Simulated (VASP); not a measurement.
# Co (P6_3/mmc) in VASP: settings compared

The runs below take Co through single point, with PBEsol, PBE.

Program: VASP 6.6.1. These are calculated values, not measurements. Logs are shortened: lines on timing, memory, paths and dates and some standing lists are left out, and cuts for length are marked.

**1. The cell of the first run**

The structure is hexagonal, space group P6_3/mmc (No. 194). Conventional cell: a = 2.471 Å, b = 2.471 Å, c = 8.088 Å, α = 90.00°, β = 90.00°, γ = 120.00°. Co (site symmetry -6m2) has 12 Co at 2.47 Å within 3.3 Å. Co (site symmetry -3m) has 12 Co at 2.47 Å within 3.3 Å.

**2. Single point, PBEsol**

INCAR

```
SYSTEM = Co
ALGO = Fast ; EDIFF = 1E-6
ENCUT = 520 ; GGA = PS
ISIF = 2 ; ISMEAR = -1
LASPH = .TRUE. ; LCHARG = .FALSE.
LREAL = .FALSE. ; LWAVE = .FALSE.
NBANDS = 26 ; NELM = 100
PREC = Accurate ; SIGMA = 0.05
```

KPOINTS

```
k-points
0
G
  12 12 4
  0 0 0
```

POSCAR

```
Co
1.0
    2.4705617809      0.0000000000      0.0000000000
   -1.2352808905      2.1395692639      0.0000000000
    0.0000000000      0.0000000000      8.0882338000
Co
4
Direct
    0.6666666667      0.3333333333      0.7500000000
    0.0000000000      0.0000000000      0.5000000000
    0.3333333333      0.6666666667      0.2500000000
    0.0000000000      0.0000000000      0.0000000000
```

Potentials or basis: VASP PAW PBE potentials, release 64 (Co).

On the command line:

```console
$ cat potpaw_PBE.64/Co/POTCAR > POTCAR
$ mpirun -np 1 vasp_std > vasp.out
```

OUTCAR:

```text
SYSTEM = Co
   EDIFF = 1E-6
   ENCUT = 520
   GGA = PS
   ISIF = 2
   ISMEAR = -1
   LASPH = .TRUE.
   LREAL = .FALSE.
   NELM = 100
   PREC = Accurate

 ion  position               nearest neighbor table
   1  0.667  0.333  0.750-   2 2.47   4 2.47   2 2.47   4 2.47   2 2.47   4 2.47
   2  0.000  0.000  0.500-   1 2.47   3 2.47   1 2.47   3 2.47   1 2.47   3 2.47
   3  0.333  0.667  0.250-   2 2.47   4 2.47   2 2.47   4 2.47   2 2.47   4 2.47
   4  0.000  0.000  0.000-   1 2.47   3 2.47   1 2.47   3 2.47   1 2.47   3 2.47

  LATTYP: Found a hexagonal cell.
 ALAT       =     2.4705617809
 C/A-ratio  =     3.2738439745

  Lattice vectors:

 A1 = (   2.4705617809,   0.0000000000,   0.0000000000)
 A2 = (  -1.2352808905,   2.1395692639,   0.0000000000)
 A3 = (   0.0000000000,   0.0000000000,   8.0882338000)

Analysis of symmetry for initial positions (statically):
=====================================================================
 Subroutine PRICEL returns:
 Original cell was already a primitive cell.

 Routine SETGRP: Setting up the symmetry group for a
 hexagonal supercell.

 Subroutine GETGRP returns: Found 24 space group operations
 (whereof 12 operations were pure point group operations)
 out of a pool of 24 trial point group operations.

The static configuration has the point symmetry D_3d.
 The point group associated with its full space group is D_6h.

Analysis of symmetry for dynamics (positions and initial velocities):
=====================================================================
 Subroutine PRICEL returns:
 Original cell was already a primitive cell.

 Routine SETGRP: Setting up the symmetry group for a
 hexagonal supercell.

 Subroutine GETGRP returns: Found 24 space group operations
 (whereof 12 operations were pure point group operations)
 out of a pool of 24 trial point group operations.

The dynamic configuration has the point symmetry D_3d.
 The point group associated with its full space group is D_6h.

 Subroutine INISYM returns: Found 24 space group operations
 (whereof 12 operations are pure point group operations),
 and found     1 'primitive' translations

----------------------------------------------------------------------------------------

                                     Primitive cell

  volume of cell :      42.7539

  direct lattice vectors                    reciprocal lattice vectors
[... 83 lines left out ...]
   ISTART =      0    job   : 0-new  1-cont  2-samecut
   ICHARG =      2    charge: 1-file 2-atom 10-const
   ISPIN  =      1    spin polarized calculation?
   LNONCOLLINEAR =      F non collinear calculations
   LSORBIT =      F    spin-orbit coupling
   LASPH  =      T    aspherical Exc in radial PAW
   ENCUT  =  520.0 eV  38.22 Ry    6.18 a.u.   4.59  4.59 15.04*2*pi/ulx,y,z
   NELM   =    100;   NELMIN=  2; NELMDL= -5     # of ELM steps
   EDIFF  = 0.1E-05   stopping-criterion for ELM
   LREAL  =      F    real-space projection
   EDIFFG = 0.1E-04   stopping-criterion for IOM
   NSW    =      0    number of steps for IOM
   IBRION =     -1    ionic relax: 0-MD 1-quasi-New 2-CG
   NFREE  =      0    steps in history (QN), initial steepest desc. (CG)
   ISIF   =      2    stress and relaxation
   ISYM   =      2    0-nonsym 1-usesym 2-fastsym
   POTIM  = 0.5000    time-step for ionic-motion
   TEBEG  =    0.0;   TEEND  =   0.0 temperature during run
   PSTRESS=    0.0 pullay stress
   NELECT =      36.0000    total number of electrons
   NUPDOWN=      -1.0000    fix difference up-down
   EMIN   =  10.00;   EMAX   =-10.00  energy-range for DOS
   EFERMI =   0.00;   METHOD = LEGACY
   ISMEAR =    -1;   SIGMA  =   0.05  broadening in eV -4-tet -1-fermi 0-gaus
   EFERMI_NEDOS =   21; number of points for ismear=-14 and -15
   IALGO  =     68    algorithm
   IMIX   =      4    mixing-type and parameters
     AMIX     =   0.40;   BMIX     =  1.00
     AMIX_MAG =   1.60;   BMIX_MAG =  1.00
  volume/ion in A,a.u.               =      10.69        72.13
  Fermi-wavevector in a.u.,A,eV,Ry     =   1.545908  2.921343 32.515647  2.389833
  Thomas-Fermi vector in A             =   2.651220
   LORBIT       =      0    0 simple, 1 ext, 2 COOP (PROOUT), +10 PAW based schemes
   GGA     = PS    functional components
   LHFCALC =     F    Hartree Fock is set to
   AEXX    =    0.0000 exact exchange contribution
   IVDW    =     0    specifies the selected vdW correction
   LEPSILON=     F    determine dielectric tensor
   LRPA    =     F    only Hartree local field effects (RPA)
 non-spin polarized calculation
 RMM-DIIS sequential band-by-band and
  energy-cutoff  :      520.00
  volume of cell :       42.75
 maximum number of plane-waves:      1170
   NGX =  9   NGY =  9   NGZ = 31

 number of electron      35.9999992 magnetization

 Free energy of the ion-electron system (eV)
  ---------------------------------------------------
  ext. energy  EPLUGINS =         0.00000000
  ---------------------------------------------------
  free energy    TOTEN  =       -30.12838667 eV

  energy without entropy =      -30.04808786  energy(sigma->0) =      -30.08823727

 E-fermi :  10.1585     XC(G=0): -13.6866

 val. band max:       10.1539011632   @ k =   0.2500   0.0833   0.2500
 cond. band min:      10.1704982472   @ k =   0.3333   0.3333   0.2500
 fundamental gap:      0.0165970840
 Fermi energy:        10.1585294340

 k-point     1 :       0.0000    0.0000    0.0000
  band No.  band energies     occupation
      1       1.2400      2.00000
      2       3.5041      2.00000
      3       3.5092      2.00000
      4       5.4706      2.00000
      5       7.8684      2.00000
      6       7.8830      2.00000
[... 685 lines left out ...]
     25      19.0945      0.00000
     26      20.3688      0.00000

 [... further k-points ...]
[... 5 lines left out ...]
  --------------------------------------------------------------------------------------
  -------------------------------------------------------------------------------------
  Total       -4.9773978     -4.9773978     -5.3723287      0.0000000      0.0000000      0.0000000
  in kB     -186.5250497   -186.5250497   -201.3248550      0.0000000      0.0000000      0.0000000
  external PRESSURE =    -191.4583181 kB  Pullay stress =       0.0000000 kB

 VOLUME and BASIS-vectors are now :
 -----------------------------------------------------------------------------
  energy-cutoff  :      520.00
  volume of cell :       42.75
      direct lattice vectors                 reciprocal lattice vectors
     2.470561781  0.000000000  0.000000000     0.404766239  0.233691897  0.000000000
    -1.235280890  2.139569264  0.000000000     0.000000000  0.467383794  0.000000000
     0.000000000  0.000000000  8.088233800     0.000000000  0.000000000  0.123636386

 POSITION                                       TOTAL-FORCE (eV/Angst)
 -----------------------------------------------------------------------------------
      1.23528      0.71319      6.06618        -0.000000      0.000000      0.000000
      0.00000      0.00000      4.04412        -0.000000      0.000000      0.000000
     -0.00000      1.42638      2.02206         0.000000     -0.000000     -0.000000
      0.00000      0.00000      0.00000        -0.000000      0.000000      0.000000
 -----------------------------------------------------------------------------------
    total drift:                                0.000000     -0.000000      0.000000

  FREE ENERGIE OF THE ION-ELECTRON SYSTEM (eV)
  ---------------------------------------------------
  free  energy   TOTEN  =       -30.1283866718 eV

  energy  without entropy=      -30.0480878624  energy(sigma->0) =      -30.08823727
```

OSZICAR:

```text
N       E                     dE             d eps       ncg     rms          rms(c)
DAV:   1     0.234543042694E+03    0.23454E+03   -0.15645E+04  3020   0.186E+03
DAV:   2    -0.229647463823E+02   -0.25751E+03   -0.24502E+03  2972   0.343E+02
DAV:   3    -0.360475702727E+02   -0.13083E+02   -0.12230E+02  3068   0.108E+02
DAV:   4    -0.362692140012E+02   -0.22164E+00   -0.22098E+00  3634   0.136E+01
DAV:   5    -0.362758279724E+02   -0.66140E-02   -0.66133E-02  3772   0.187E+00    0.219E+01
RMM:   6    -0.311380592312E+02    0.51378E+01   -0.45617E+01  3066   0.797E+01    0.870E+00
RMM:   7    -0.302598548402E+02    0.87820E+00   -0.73017E+00  3006   0.362E+01    0.421E+00
RMM:   8    -0.320126114755E+02   -0.17528E+01   -0.12221E+00  3121   0.107E+01    0.194E+01
RMM:   9    -0.301536458152E+02    0.18590E+01   -0.76078E-01  3053   0.999E+00    0.560E-01
RMM:  10    -0.301318703794E+02    0.21775E-01   -0.49277E-02  3264   0.174E+00    0.323E-01
RMM:  11    -0.301296064400E+02    0.22639E-02   -0.86694E-03  3567   0.581E-01    0.217E-01
RMM:  12    -0.301286372189E+02    0.96922E-03   -0.21269E-03  3646   0.389E-01    0.142E-01
RMM:  13    -0.301283647424E+02    0.27248E-03   -0.78805E-04  3752   0.164E-01    0.182E-02
RMM:  14    -0.301283829948E+02   -0.18252E-04   -0.24668E-04  4090   0.977E-02    0.141E-02
RMM:  15    -0.301283857338E+02   -0.27390E-05   -0.35920E-05  3774   0.319E-02    0.717E-03
RMM:  16    -0.301283866718E+02   -0.93805E-06   -0.52984E-06  2230   0.144E-02
   1 F= -.30128387E+02 E0= -.30088237E+02  d E =-.802988E-01
```

Wall time 61 s (1 thread of Intel Xeon Platinum 8259CL at 2.50GHz (Skylake/Cascade Lake), shared host); peak memory 0.18 GiB.

Results:

- Free energy: -30.1284 eV
- Pressure: -19.1 GPa
- Band gap on the k mesh: zero (band 18 reaches 10.61 eV, above the bottom of band 19 at 9.49 eV)

Levels at points of the mesh, in eV from the Fermi level:
| k point | band 15 | band 16 | band 17 | band 18 | band 19 | band 20 | band 21 | band 22 |
| --- | --- | --- | --- | --- | --- | --- | --- | --- |
| (0.00, 0.00, 0.00) | -1.55 | -0.79 | -0.79 | -0.44 | -0.44 | -0.18 | -0.18 | -0.16 |
| (0.50, 0.00, 0.00) | 0.32 | 0.33 | 0.37 | 0.45 | 0.46 | 0.47 | 0.52 | 1.60 |
| (0.00, 0.00, 0.50) | -1.57 | -1.57 | -0.61 | -0.61 | -0.61 | -0.61 | 0.06 | 0.06 |
| (0.50, 0.00, 0.50) | -0.04 | -0.04 | 0.33 | 0.33 | 0.44 | 0.44 | 1.84 | 1.84 |

Caveat: the PAW data sets were made with another functional, which shifts forces and pressure a little; the run has no spin polarisation, though such a crystal can be magnetic. Spin polarisation is off, so any magnetic state and its effect on volume and gap are missing.

**3. Single point, PBE, collinear spin, ferromagnetic start**

INCAR

```
SYSTEM = Co
PREC     = Accurate       ! precision mode
ENCUT    = 520            ! plane-wave cutoff, eV
EDIFF    = 1E-6           ! SCF threshold, eV
ISMEAR   = -1             ! smearing method
SIGMA    = 0.05           ! smearing width, eV
LREAL    = .False.        ! projectors in reciprocal space
LASPH    = .True.         ! aspherical terms in the spheres
NELM     = 150            ! most SCF steps
ALGO     = Normal         ! electronic algorithm
ISIF     = 2              ! what is computed and relaxed
LWAVE    = .False.        ! write WAVECAR
LCHARG   = .True.         ! write CHGCAR
ISPIN    = 2              ! spin polarisation
MAGMOM   = 2 2 2 2        ! initial moments
LORBIT   = 11             ! projections on sites
LMAXMIX  = 4              ! l up to which the mixer works
GGA      = PE             ! functional
LELF     = .True.         ! ELF
LVHAR    = .True.       
NBANDS   = 30             ! bands
```

KPOINTS

```
Automatic mesh
0
Gamma
  9 9 3
  0 0 0
```

POSCAR is that of step 2.

Potentials or basis: VASP PAW PBE potentials, release 64 (Co).

On the command line:

```console
$ cat potpaw_PBE.64/Co/POTCAR > POTCAR
$ mpirun -np 1 vasp_std > vasp.out
```

Run time: 67 s. Hardware: 1 thread of Intel Xeon Platinum 8259CL at 2.50GHz (Skylake/Cascade Lake), shared host; peak memory 0.18 GiB.

Results (log left out):

```yaml
Free_energy: -28.1201 eV
Pressure: 2.2 GPa
Net_moment: 6.22 μB per cell
Site_moments: Co +1.58, +1.56 μB
Valence_electrons_inside_the_program's_atomic_spheres: Co 8.30, 8.31
```

Stress tensor (GPa, compression positive):
```
2.58 0.00 0.00
0.00 2.58 0.00
0.00 0.00 1.42
```

Levels at points of the mesh, in eV from the Fermi level:
Spin up:
```tsv
k point	band 19	band 20	band 21	band 22	band 23	band 24
(0.00, 0.00, 0.00)	-1.47	-1.15	-1.15	-0.76	-0.76	-0.29
```
Spin down:
| k point | band 11 | band 12 | band 13 | band 14 | band 15 | band 16 | band 17 | band 18 |
| --- | --- | --- | --- | --- | --- | --- | --- | --- |
| (0.00, 0.00, 0.00) | -1.17 | -0.90 | -0.90 | -0.85 | -0.85 | -0.34 | 0.03 | 0.03 |

(Continued in part 2 of 2.)
